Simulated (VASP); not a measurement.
# MgO (Fm-3m) in VASP: relaxation of cell and atoms with PBE

Aim: the relaxation of cell and atoms of MgO with PBE.

All numbers are computed with VASP 6.6.1; they aren't measurements. Logs are shortened: lines on timing, memory, paths and dates and some standing lists are left out, and cuts for length are marked.

**1. The cell of the first run**

Symmetry: Fm-3m, No. 225, cubic system. Conventional cell: a = 4.217 Å, b = 4.217 Å, c = 4.217 Å, α = 90.00°, β = 90.00°, γ = 90.00°. Within 2.8 Å of Mg (site symmetry m-3m) lie 6 O at 2.11 Å. O (site symmetry m-3m) has 6 Mg at 2.11 Å within 2.8 Å.

**2. Relaxation of cell and atoms, PBE**

Input file INCAR:

```
SYSTEM = MgO
  ALGO = Normal
  EDIFF = 1E-6
  EDIFFG = -0.002
  ENCUT = 600
  GGA = PE
  IBRION = 2
  ISIF = 3
  ISMEAR = 0
  LASPH = .True.
  LCHARG = .False.
  LREAL = .False.
  LWAVE = .False.
  NELM = 60
  NSW = 100
  PREC = Accurate
  SIGMA = 0.02
```

Input file KPOINTS:

```
k-points
0
Gamma
  10 10 10
  0 0 0
```

Input file POSCAR:

```
MgO
1.0
    0.0000000000      2.1085000000      2.1085000000
    2.1085000000      0.0000000000      2.1085000000
    2.1085000000      2.1085000000      0.0000000000
Mg O
1 1
Direct
    0.0000000000      0.0000000000      0.0000000000
    0.5000000000      0.5000000000      0.5000000000
```

Potentials or basis: VASP PAW PBE potentials, release 64 (Mg, O).

Command:

```sh
> cat potpaw_PBE.64/Mg/POTCAR potpaw_PBE.64/O/POTCAR > POTCAR
> mpirun -np 1 vasp_std > vasp.out
```

OUTCAR:

```text
SYSTEM = MgO
   EDIFF = 1E-6
   EDIFFG = -0.002
   ENCUT = 600
   GGA = PE
   IBRION = 2
   ISIF = 3
   ISMEAR = 0
   LASPH = .True.
   LREAL = .False.
   NELM = 60
   NSW = 100
   PREC = Accurate

 ion  position               nearest neighbor table
   1  0.000  0.000  0.000-   2 2.11   2 2.11   2 2.11   2 2.11   2 2.11   2 2.11
   2  0.500  0.500  0.500-   1 2.11   1 2.11   1 2.11   1 2.11   1 2.11   1 2.11

  LATTYP: Found a face centered cubic cell.
 ALAT       =     4.2170000000

  Lattice vectors:

 A1 = (   0.0000000000,   2.1085000000,   2.1085000000)
 A2 = (   2.1085000000,   0.0000000000,   2.1085000000)
 A3 = (   2.1085000000,   2.1085000000,   0.0000000000)

Analysis of symmetry for initial positions (statically):
=====================================================================
 Subroutine PRICEL returns:
 Original cell was already a primitive cell.

 Routine SETGRP: Setting up the symmetry group for a
 face centered cubic supercell.

 Subroutine GETGRP returns: Found 48 space group operations
 (whereof 48 operations were pure point group operations)
 out of a pool of 48 trial point group operations.

The static configuration has the point symmetry O_h .

Analysis of symmetry for dynamics (positions and initial velocities):
=====================================================================
 Subroutine PRICEL returns:
 Original cell was already a primitive cell.

 Routine SETGRP: Setting up the symmetry group for a
 face centered cubic supercell.

 Subroutine GETGRP returns: Found 48 space group operations
 (whereof 48 operations were pure point group operations)
 out of a pool of 48 trial point group operations.

The dynamic configuration has the point symmetry O_h .

 Subroutine INISYM returns: Found 48 space group operations
 (whereof 48 operations are pure point group operations),
 and found     1 'primitive' translations

----------------------------------------------------------------------------------------

                                     Primitive cell

  volume of cell :      18.7478

  direct lattice vectors                    reciprocal lattice vectors
     0.000000000  2.108500000  2.108500000    -0.237135404  0.237135404  0.237135404
     2.108500000  0.000000000  2.108500000     0.237135404 -0.237135404  0.237135404
     2.108500000  2.108500000  0.000000000     0.237135404  0.237135404 -0.237135404

  length of vectors
[... 91 lines left out ...]
   TEBEG  =    0.0;   TEEND  =   0.0 temperature during run
   PSTRESS=    0.0 pullay stress
   NELECT =       8.0000    total number of electrons
   NUPDOWN=      -1.0000    fix difference up-down
   EMIN   =  10.00;   EMAX   =-10.00  energy-range for DOS
   EFERMI =   0.00;   METHOD = LEGACY
   ISMEAR =     0;   SIGMA  =   0.02  broadening in eV -4-tet -1-fermi 0-gaus
   EFERMI_NEDOS =   21; number of points for ismear=-14 and -15
   IALGO  =     38    algorithm
   IMIX   =      4    mixing-type and parameters
     AMIX     =   0.40;   BMIX     =  1.00
     AMIX_MAG =   1.60;   BMIX_MAG =  1.00
  volume/ion in A,a.u.               =       9.37        63.26
  Fermi-wavevector in a.u.,A,eV,Ry     =   1.232503  2.329092 20.668107  1.519063
  Thomas-Fermi vector in A             =   2.367270
   LORBIT       =      0    0 simple, 1 ext, 2 COOP (PROOUT), +10 PAW based schemes
   GGA     = PE    functional components
   LHFCALC =     F    Hartree Fock is set to
   AEXX    =    0.0000 exact exchange contribution
   IVDW    =     0    specifies the selected vdW correction
   LEPSILON=     F    determine dielectric tensor
   LRPA    =     F    only Hartree local field effects (RPA)
 conjugate gradient relaxation of ions
 non-spin polarized calculation
 Gauss-broadening in eV      SIGMA  =   0.02
  energy-cutoff  :      600.00
  volume of cell :       18.75
 maximum number of plane-waves:       636
   NGX = 11   NGY = 11   NGZ = 11

--------------------------------------- Ionic step        1  -------------------------------------------

 number of electron       8.0000005 magnetization

 Free energy of the ion-electron system (eV)
  ---------------------------------------------------
  ext. energy  EPLUGINS =         0.00000000
  ---------------------------------------------------
  free energy    TOTEN  =       -11.91055224 eV

  energy without entropy =      -11.91055224  energy(sigma->0) =      -11.91055224

------------------------ aborting loop because EDIFF is reached ----------------------------------------

  FORCE on cell =-STRESS in cart. coord.  units (eV):
  Direction    XX          YY          ZZ          XY          YZ          ZX
  --------------------------------------------------------------------------------------
  -------------------------------------------------------------------------------------
  Total        0.3611754      0.3611754      0.3611754      0.0000000     -0.0000000      0.0000000
  in kB       30.8658316     30.8658316     30.8658316      0.0000000     -0.0000000      0.0000000
  external PRESSURE =      30.8658316 kB  Pullay stress =       0.0000000 kB
[... 59 lines left out ...]
--------------------------------------- Ionic step        3  -------------------------------------------

 number of electron       8.0000004 magnetization

 Free energy of the ion-electron system (eV)
  ---------------------------------------------------
  ext. energy  EPLUGINS =         0.00000000
  ---------------------------------------------------
  free energy    TOTEN  =       -11.91413005 eV

  energy without entropy =      -11.91413005  energy(sigma->0) =      -11.91413005

 E-fermi :   3.1262     XC(G=0): -10.9683

 val. band max:        3.0121221416   @ k =   0.0000   0.0000   0.0000
 cond. band min:       7.5159900696   @ k =   0.0000   0.0000   0.0000
 fundamental gap:      4.5038679280
 Fermi energy:         3.1262395161

 k-point     1 :       0.0000    0.0000    0.0000
  band No.  band energies     occupation
      1     -14.1327      2.00000
      2       3.0121      2.00000
      3       3.0121      2.00000
      4       3.0121      2.00000
      5       7.5160      0.00000
      6      18.6818      0.00000
      7      18.6818      0.00000
      8      18.6818      0.00000
[... 243 lines left out ...]
 k-point    24 :       0.4000    0.3000    0.0000
  band No.  band energies     occupation
      1     -12.9480      2.00000
      2      -0.4872      2.00000
      3       1.7429      2.00000
      4       1.9557      2.00000
      5      12.3581      0.00000
      6      13.1166      0.00000
      7      16.3679      0.00000
      8      20.8854      0.00000

 [... further k-points ...]
[... 5 lines left out ...]
  --------------------------------------------------------------------------------------
  -------------------------------------------------------------------------------------
  Total       -0.0009685     -0.0009685     -0.0009685     -0.0000000      0.0000000     -0.0000000
  in kB       -0.0811424     -0.0811424     -0.0811424     -0.0000000      0.0000000     -0.0000000
  external PRESSURE =      -0.0811424 kB  Pullay stress =       0.0000000 kB
[... 17 lines left out ...]
  FREE ENERGIE OF THE ION-ELECTRON SYSTEM (eV)
  ---------------------------------------------------
  free  energy   TOTEN  =       -11.9141300534 eV

  energy  without entropy=      -11.9141300534  energy(sigma->0) =      -11.91413005

 reached required accuracy - stopping structural energy minimisation
```

CONTCAR:

```text
MgO
   1.00000000000000
     0.0000000000000000    2.1224744996660996    2.1224744996660996
     2.1224744996660996   -0.0000000000000000    2.1224744996660996
     2.1224744996660996    2.1224744996660996    0.0000000000000000
  Mg              O
     1     1
Direct
     0.0000000000000000    0.0000000000000000    0.0000000000000000
     0.5000000000000000    0.5000000000000000    0.5000000000000000

  0.00000000E+00  0.00000000E+00  0.00000000E+00
  0.00000000E+00  0.00000000E+00  0.00000000E+00
```

Wall time 22 s (1 thread of Intel Xeon 8259CL, shared host); peak memory 0.14 GiB.

What came out:

* Free energy: -11.9141 eV
* Relaxed volume: 9.56 Å³/atom
* Relaxed cell: a = 3.002 Å, b = 3.002 Å, c = 3.002 Å, α = 60.00°, β = 60.00°, γ = 60.00°
* Space group after relaxing (to 0.1 Å): Fm-3m (No. 225)
* Energy gained by relaxing: 1.8 meV/atom
* Ionic steps: 3
* Pressure after relaxing: 0.0 GPa
* Band gap on the k mesh: 4.50 eV

The path:
```csv
step,energy change (eV),largest force (eV/Å),pressure (GPa),volume (Å³)
1,0.0000,0.0000,3.09,18.75
2,-0.0032,0.0000,-0.93,19.24
3,-0.0036,0.0000,-0.01,19.12
```

Final structure:
```cif
data_structure
_symmetry_space_group_name_H-M 'P 1'
_symmetry_Int_Tables_number 1
_cell_length_a 3.0016
_cell_length_b 3.0016
_cell_length_c 3.0016
_cell_angle_alpha 60.000
_cell_angle_beta 60.000
_cell_angle_gamma 60.000
_cell_volume 19.12
loop_
_atom_site_label
_atom_site_type_symbol
_atom_site_fract_x
_atom_site_fract_y
_atom_site_fract_z
_atom_site_occupancy
Mg1 Mg 0.00000 0.00000 0.00000 1
O1 O 0.50000 0.50000 0.50000 1
```

A hybrid or GW would open this gap; PBE tends to underestimate it. PBE usually gives volumes a little too large and moduli too small.
